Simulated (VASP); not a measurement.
# Te3WCl2 (P-6m2) in VASP: further runs

The runs below take Te3WCl2 through single point, with PBE.

Program: VASP 6.6.1. These are calculated values, not measurements. Logs are shortened: lines on timing, memory, paths and dates and some standing lists are left out, and cuts for length are marked.

## (1) The cell of the first run

It takes space group P-6m2 (No. 187, hexagonal). The conventional cell has a = 4.854 Å, b = 4.854 Å, c = 8.801 Å, α = 90.00°, β = 90.00°, γ = 120.00°. Within 3.7 Å of Te (site symmetry -6m2) lie 3 Te at 2.80 Å. Within 3.7 Å of Te (site symmetry -6m2) lie 3 W at 2.80 Å and 6 Cl at 3.25 Å. Within 3.7 Å of Te (site symmetry -6m2) lie 3 Te at 2.80 Å. Within 3.7 Å of W (site symmetry -6m2) lie 3 Te at 2.80 Å and 6 Cl at 3.25 Å. Within 4.3 Å of Cl (site symmetry 3m) lie 3 W at 3.25 Å and 9 Te at 3.25 to 3.93 Å and 1 Cl at 3.29 Å.

The cell was generated, and may not be a known phase.

## (2) Single point, PBE, collinear spin

Input file INCAR:

```
SYSTEM = Te3WCl2
PREC = Accurate
ENCUT = 520
EDIFF = 1E-7
ISMEAR = 0
SIGMA = 0.1
LREAL = .False.
LASPH = .True.
NELM = 150
ALGO = Normal
ISIF = 2
LWAVE = .False.
LCHARG = .False.
ISPIN = 2
MAGMOM = 0.01 -0.27 -0.01 2.18 -0.01 -0.01
LORBIT = 11
LMAXMIX = 4
GGA = PE
NBANDS = 36
```

Input file KPOINTS:

```
Automatic mesh
0
Gamma
  6 6 2
  0 0 0
```

Input file POSCAR:

```
Te3WCl2
1.0
    4.8544949227     -0.0000000029      0.0000000000
   -2.4272474589      4.2041159271      0.0000000000
    0.0000000000      0.0000000000      8.8006445770
Te W Cl
3 1 2
Direct
    0.6666666667      0.3333333333      0.5000000000
    0.0000000000      0.0000000000      0.0000000000
    0.0000000000      0.0000000000      0.5000000000
    0.6666666667      0.3333333333      0.0000000000
    0.3333333333      0.6666666667      0.1870849779
    0.3333333333      0.6666666667      0.8129150221
```

Potentials or basis: VASP PAW PBE potentials, release 64 (Te, W_sv, Cl).

Command:

```console
> cat potpaw_PBE.64/Te/POTCAR potpaw_PBE.64/W_sv/POTCAR potpaw_PBE.64/Cl/POTCAR > POTCAR
> mpirun -np 1 vasp_std > vasp.out
```

OUTCAR:

```text
SYSTEM = Te3WCl2
   PREC = Accurate
   ENCUT = 520
   EDIFF = 1E-7
   ISMEAR = 0
   LREAL = .False.
   LASPH = .True.
   NELM = 150
   ISIF = 2
   ISPIN = 2
   LORBIT = 11
   GGA = PE

 ion  position               nearest neighbor table
   1  0.667  0.333  0.500-   3 2.80   3 2.80   3 2.80
   2  0.000  0.000  0.000-   4 2.80   4 2.80   4 2.80
   3  0.000  0.000  0.500-   1 2.80   1 2.80   1 2.80
   4  0.667  0.333  0.000-   2 2.80   2 2.80   2 2.80
   5  0.333  0.667  0.187-
   6  0.333  0.667  0.813-

  LATTYP: Found a hexagonal cell.
 ALAT       =     4.8544949227
 C/A-ratio  =     1.8128857311

  Lattice vectors:

 A1 = (   4.8544949227,  -0.0000000029,   0.0000000000)
 A2 = (  -2.4272474589,   4.2041159271,   0.0000000000)
 A3 = (   0.0000000000,   0.0000000000,   8.8006445770)

Analysis of symmetry for initial positions (statically):
=====================================================================
 Subroutine PRICEL returns:
 Original cell was already a primitive cell.

 Routine SETGRP: Setting up the symmetry group for a
 hexagonal supercell.

 Subroutine GETGRP returns: Found 12 space group operations
 (whereof 12 operations were pure point group operations)
 out of a pool of 24 trial point group operations.

The static configuration has the point symmetry D_3h.

Analysis of symmetry for dynamics (positions and initial velocities):
=====================================================================
 Subroutine PRICEL returns:
 Original cell was already a primitive cell.

 Routine SETGRP: Setting up the symmetry group for a
 hexagonal supercell.

 Subroutine GETGRP returns: Found 12 space group operations
 (whereof 12 operations were pure point group operations)
 out of a pool of 24 trial point group operations.

The dynamic configuration has the point symmetry D_3h.

Analysis of structural, dynamic, and magnetic symmetry:
=====================================================================
 Subroutine PRICEL returns:
 Original cell was already a primitive cell.

 Routine SETGRP: Setting up the symmetry group for a
 hexagonal supercell.

 Subroutine GETGRP returns: Found 12 space group operations
 (whereof 12 operations were pure point group operations)
 out of a pool of 24 trial point group operations.

The overall configuration has the point symmetry D_3h.

 Subroutine INISYM returns: Found 12 space group operations
 (whereof 12 operations are pure point group operations),
 and found     1 'primitive' translations

----------------------------------------------------------------------------------------

                                     Primitive cell

  volume of cell :     179.6111

  direct lattice vectors                    reciprocal lattice vectors
     4.854494923 -0.000000003  0.000000000     0.205994654  0.118931069  0.000000000
    -2.427247459  4.204115927  0.000000000     0.000000000  0.237862137  0.000000000
     0.000000000  0.000000000  8.800644577     0.000000000  0.000000000  0.113628041

  length of vectors
     4.854494923  4.854494923  8.800644577     0.237862137  0.237862137  0.113628041

  position of ions in fractional coordinates (direct lattice)
     0.666666667  0.333333333  0.500000000
     0.000000000  0.000000000  0.000000000
     0.000000000  0.000000000  0.500000000
     0.666666667  0.333333333  0.000000000
     0.333333333  0.666666667  0.187084978
     0.333333333  0.666666667  0.812915022

  ion indices of the primitive-cell ions
   primitive index   ion index
                 1           1
                 2           2
                 3           3
                 4           4
                 5           5
                 6           6

[... 31 lines left out ...]
  0.500000 -0.000000  0.000000      3.000000
  0.166667  0.166667  0.000000      6.000000
  0.333333  0.166667  0.000000     12.000000
  0.333333  0.333333  0.000000      2.000000
  0.000000  0.000000  0.500000      1.000000
  0.166667 -0.000000  0.500000      6.000000
  0.333333  0.000000  0.500000      6.000000
  0.500000 -0.000000  0.500000      3.000000
  0.166667  0.166667  0.500000      6.000000
  0.333333  0.166667  0.500000     12.000000
  0.333333  0.333333  0.500000      2.000000
   k-points           NKPTS =     14   k-points in BZ     NKDIM =     14   number of bands    NBANDS=     36
   number of dos      NEDOS =    301   number of ions     NIONS =      6
   total plane-waves  NPLWV =  90720
   dimension x,y,z NGX =    36 NGY =   36 NGZ =   70
   dimension x,y,z NGXF=    72 NGYF=   72 NGZF=  140
   ions per type =               3   1   2
   NGX,Y,Z   is equivalent  to a cutoff of  12.33, 12.33, 13.22 a.u.
   NGXF,Y,Z  is equivalent  to a cutoff of  24.66, 24.66, 26.45 a.u.
 SYSTEM =  Te3WCl2
   PREC   = accura    normal or accurate (medium, high low for compatibility)
   ISTART =      0    job   : 0-new  1-cont  2-samecut
   ICHARG =      2    charge: 1-file 2-atom 10-const
   ISPIN  =      2    spin polarized calculation?
   LNONCOLLINEAR =      F non collinear calculations
   LSORBIT =      F    spin-orbit coupling
   LASPH  =      T    aspherical Exc in radial PAW
   ENCUT  =  520.0 eV  38.22 Ry    6.18 a.u.   9.03  9.03 16.36*2*pi/ulx,y,z
   NELM   =    150;   NELMIN=  2; NELMDL= -5     # of ELM steps
   EDIFF  = 0.1E-06   stopping-criterion for ELM
   LREAL  =      F    real-space projection
   EDIFFG = 0.1E-05   stopping-criterion for IOM
   NSW    =      0    number of steps for IOM
   IBRION =     -1    ionic relax: 0-MD 1-quasi-New 2-CG
   NFREE  =      0    steps in history (QN), initial steepest desc. (CG)
   ISIF   =      2    stress and relaxation
   ISYM   =      2    0-nonsym 1-usesym 2-fastsym
   POTIM  = 0.5000    time-step for ionic-motion
   TEBEG  =    0.0;   TEEND  =   0.0 temperature during run
   PSTRESS=    0.0 pullay stress
   NELECT =      46.0000    total number of electrons
   NUPDOWN=      -1.0000    fix difference up-down
   EMIN   =  10.00;   EMAX   =-10.00  energy-range for DOS
   EFERMI =   0.00;   METHOD = LEGACY
   ISMEAR =     0;   SIGMA  =   0.10  broadening in eV -4-tet -1-fermi 0-gaus
   EFERMI_NEDOS =   21; number of points for ismear=-14 and -15
   IALGO  =     38    algorithm
   IMIX   =      4    mixing-type and parameters
     AMIX     =   0.40;   BMIX     =  1.00
     AMIX_MAG =   1.60;   BMIX_MAG =  1.00
  volume/ion in A,a.u.               =      29.94       202.01
  Fermi-wavevector in a.u.,A,eV,Ry     =   1.039640  1.964635 14.705879  1.080852
  Thomas-Fermi vector in A             =   2.174180
   LORBIT       =     11    0 simple, 1 ext, 2 COOP (PROOUT), +10 PAW based schemes
   GGA     = PE    functional components
   LHFCALC =     F    Hartree Fock is set to
   AEXX    =    0.0000 exact exchange contribution
   IVDW    =     0    specifies the selected vdW correction
   LEPSILON=     F    determine dielectric tensor
   LRPA    =     F    only Hartree local field effects (RPA)
 spin polarized calculation
 Gauss-broadening in eV      SIGMA  =   0.10
  energy-cutoff  :      520.00
  volume of cell :      179.61
 maximum number of plane-waves:      4899
   NGX = 19   NGY = 19   NGZ = 33

 number of electron      45.9999998 magnetization       2.2886516

 Free energy of the ion-electron system (eV)
  ---------------------------------------------------
  ext. energy  EPLUGINS =         0.00000000
  ---------------------------------------------------
  free energy    TOTEN  =       -22.65488419 eV

  energy without entropy =      -22.63656009  energy(sigma->0) =      -22.64572214

 E-fermi :   4.6141     XC(G=0):  -9.0488

 val. band max:        4.5867746783   @ k =   0.5000  -0.0000   0.5000
 cond. band min:       4.6233810062   @ k =   0.3333   0.1667   0.0000
 fundamental gap:      0.0366063280
 Fermi energy:         4.6140576746

 spin component 1

 k-point     1 :       0.0000    0.0000    0.0000
  band No.  band energies     occupation
      1     -70.4569      1.00000
      2     -34.8001      1.00000
      3     -34.8001      1.00000
      4     -34.7090      1.00000
      5     -10.3902      1.00000
      6      -9.8973      1.00000
[... 521 lines left out ...]
     34      11.5252      0.00000
     35      12.1255      0.00000
 Fermi energy:         4.6140576746

 spin component 2

 k-point     1 :       0.0000    0.0000    0.0000
  band No.  band energies     occupation
      1     -69.4647      1.00000
      2     -33.6415      1.00000
      3     -33.6415      1.00000
      4     -32.9930      1.00000
      5     -10.4008      1.00000
      6      -9.9067      1.00000
[... 521 lines left out ...]
     34      11.5671      0.00000
     35      12.0962      0.00000
 [bands above 35 left out]

------------------------ aborting loop because EDIFF is reached ----------------------------------------

  FORCE on cell =-STRESS in cart. coord.  units (eV):
  Direction    XX          YY          ZZ          XY          YZ          ZX
  --------------------------------------------------------------------------------------
  -------------------------------------------------------------------------------------
  Total       -0.0367458     -0.0367458     -0.0288638      0.0000000      0.0000000      0.0000000
  in kB       -0.3277816     -0.3277816     -0.2574729      0.0000000      0.0000000      0.0000000
  external PRESSURE =      -0.3043453 kB  Pullay stress =       0.0000000 kB

 VOLUME and BASIS-vectors are now :
 -----------------------------------------------------------------------------
  energy-cutoff  :      520.00
  volume of cell :      179.61
      direct lattice vectors                 reciprocal lattice vectors
     4.854494923 -0.000000003  0.000000000     0.205994654  0.118931069  0.000000000
    -2.427247459  4.204115927  0.000000000     0.000000000  0.237862137  0.000000000
     0.000000000  0.000000000  8.800644577     0.000000000  0.000000000  0.113628041

 POSITION                                       TOTAL-FORCE (eV/Angst)
 -----------------------------------------------------------------------------------
      2.42725      1.40137      4.40032        -0.000000     -0.000000      0.000000
      0.00000      0.00000      0.00000        -0.000000     -0.000000      0.000000
      0.00000      0.00000      4.40032         0.000000     -0.000000      0.000000
      2.42725      1.40137      0.00000         0.000000      0.000000      0.000000
      0.00000      2.80274      1.64647         0.000000     -0.000000     -0.000782
      0.00000      2.80274      7.15418         0.000000     -0.000000      0.000782
 -----------------------------------------------------------------------------------
    total drift:                               -0.000000      0.000000      0.000000

  FREE ENERGIE OF THE ION-ELECTRON SYSTEM (eV)
  ---------------------------------------------------
  free  energy   TOTEN  =       -22.6548841903 eV

  energy  without entropy=      -22.6365600918  energy(sigma->0) =      -22.64572214

 total charge

# of ion       s       p       d       tot
------------------------------------------
    1        1.437   1.849   0.043   3.329
    2        1.381   1.898   0.059   3.338
    3        1.438   1.847   0.043   3.328
    4        2.295   6.065   3.243  11.603
    5        1.616   3.445   0.000   5.061
    6        1.616   3.445   0.000   5.061
--------------------------------------------------
tot          9.783  18.549   3.389  31.720

 magnetization (x)

# of ion       s       p       d       tot
------------------------------------------
    1        0.001   0.006   0.000   0.007
    2       -0.005  -0.268   0.012  -0.261
    3       -0.000  -0.010   0.001  -0.009
    4        0.078   0.010   2.027   2.115
    5        0.003  -0.011   0.000  -0.008
    6        0.003  -0.011   0.000  -0.008
--------------------------------------------------
tot          0.080  -0.284   2.040   1.835
```

Wall time 3.7 min (1 thread of Intel Xeon Platinum 8488C (Sapphire Rapids), shared host); peak memory 0.43 GiB.

What came out:

```yaml
Free_energy: -22.6549 eV
Pressure: 0.0 GPa
Net_moment: 2.29 μB per cell
Site_moments: Te +0.01, -0.26, -0.01; W +2.12; Cl -0.01 μB
Valence_electrons_inside_the_program's_atomic_spheres: Te 3.33, 3.34 (each value once); W 11.60; Cl 5.06
```

Levels at points of the mesh, in eV from the Fermi level:
Spin up:
| k point | band 22 | band 23 | band 24 | band 25 | band 26 | band 27 |
| --- | --- | --- | --- | --- | --- | --- |
| (0.00, 0.00, 0.00) | -0.73 | -0.73 | -0.60 | 0.12 | 0.12 | 0.96 |
| (0.50, 0.00, 0.00) | -0.52 | -0.50 | -0.26 | -0.07 | 0.96 | 1.13 |
| (0.00, 0.00, 0.50) | -0.94 | -0.76 | -0.76 | 0.17 | 0.17 | 0.95 |
| (0.50, 0.00, 0.50) | -1.01 | -0.25 | -0.24 | -0.03 | 0.90 | 1.09 |
Spin down:
```tsv
k point	band 20	band 21	band 22	band 23	band 24	band 25
(0.00, 0.00, 0.00)	-2.12	-0.80	0.14	0.14	0.96	0.96
(0.50, 0.00, 0.00)	-1.70	-1.29	-0.29	0.88	1.41	1.61
(0.00, 0.00, 0.50)	-2.07	-1.45	0.13	0.13	0.81	0.99
(0.50, 0.00, 0.50)	-1.36	-0.99	-0.78	0.88	1.41	1.66
```

Caveat: spin-orbit coupling is left out, which moves the levels of the heavy elements.

## (3) Single point, PBE, collinear spin

This run uses another cell than the first one, of 32.90 Å³/atom.

Edit INCAR of step 2 so:

```diff
@@ -14,3 +14,3 @@
 ISPIN = 2
-MAGMOM = 0.01 -0.27 -0.01 2.18 -0.01 -0.01
+MAGMOM = 0.01 -0.28 -0.02 2.56 0 0
 LORBIT = 11
```

KPOINTS is that of step 2.

Input file POSCAR:

```
Te3WCl2
1.0
    4.8777380700      0.0000000000      0.0000000000
   -2.4388690300      4.2242450800      0.0000000000
    0.0000000000      0.0000000000      9.5813918100
Te W Cl
3 1 2
Direct
    0.6666666700      0.3333333300      0.5000000000
    0.0000000000      0.0000000000      0.0000000000
    0.0000000000      0.0000000000      0.5000000000
    0.6666666700      0.3333333300      0.0000000000
    0.3333333300      0.6666666700      0.2478150000
    0.3333333300      0.6666666700      0.7521850000
```

Potentials or basis: VASP PAW PBE potentials, release 64 (Te, W_sv, Cl).

Command:

```console
> cat potpaw_PBE.64/Te/POTCAR potpaw_PBE.64/W_sv/POTCAR potpaw_PBE.64/Cl/POTCAR > POTCAR
> mpirun -np 1 vasp_std > vasp.out
```

Run time: 3.8 min. Hardware: 1 thread of Intel Xeon Platinum 8488C (Sapphire Rapids), shared host; peak memory 0.43 GiB.

Results (log left out):

```
Free energy                                           : -22.0542 eV
Pressure                                              : -2.1 GPa
Largest force                                         : 0.425 eV/Å
Net moment                                            : 2.78 μB per cell
Site moments                                          : Te +0.01, -0.27, -0.02; W +2.48; Cl -0.01 μB
Valence electrons inside the program's atomic spheres : Te 3.28, 3.33 (each value once); W 11.62; Cl 5.06
```

Forces in eV/Å, atoms in the order of the input:
```
Te   0.000  0.000  0.000
Te   0.000  0.000  0.000
Te   0.000  0.000  0.000
W    0.000  0.000  0.000
Cl   0.000  0.000 -0.425
Cl   0.000  0.000  0.425
```

Stress tensor (GPa, compression positive):
```
-2.06  0.00  0.00
 0.00 -2.06  0.00
 0.00  0.00 -2.25
```

Levels at points of the mesh, in eV from the Fermi level:
Spin up:
```csv
k point,band 21,band 22,band 23,band 24,band 25,band 26,band 27,band 28
"(0.00, 0.00, 0.00)",-0.71,-0.62,-0.62,-0.14,0.71,0.71,1.16,1.24
"(0.50, 0.00, 0.00)",-0.69,-0.45,-0.36,-0.29,-0.24,0.41,1.05,2.27
"(0.00, 0.00, 0.50)",-0.68,-0.68,-0.62,-0.52,0.74,0.74,1.10,1.45
"(0.50, 0.00, 0.50)",-0.83,-0.74,-0.40,-0.28,-0.03,0.37,1.03,2.27
```
Spin down:
```tsv
k point	band 17	band 18	band 19	band 20	band 21	band 22	band 23	band 24	band 25	band 26
(0.00, 0.00, 0.00)	-1.75	-1.75	-1.68	-1.68	-0.32	0.72	0.72	1.15	1.38	1.38
(0.50, 0.00, 0.00)	-1.86	-1.63	-1.36	-1.09	-0.68	-0.16	0.87	1.45	1.50	1.99
(0.00, 0.00, 0.50)	-1.88	-1.53	-1.53	-1.40	-0.83	0.68	0.68	1.12	1.42	1.42
(0.50, 0.00, 0.50)	-1.66	-1.52	-1.28	-0.67	-0.66	-0.56	0.84	1.46	1.48	2.09
```

Caveat: spin-orbit coupling is left out, which moves the levels of the heavy elements.
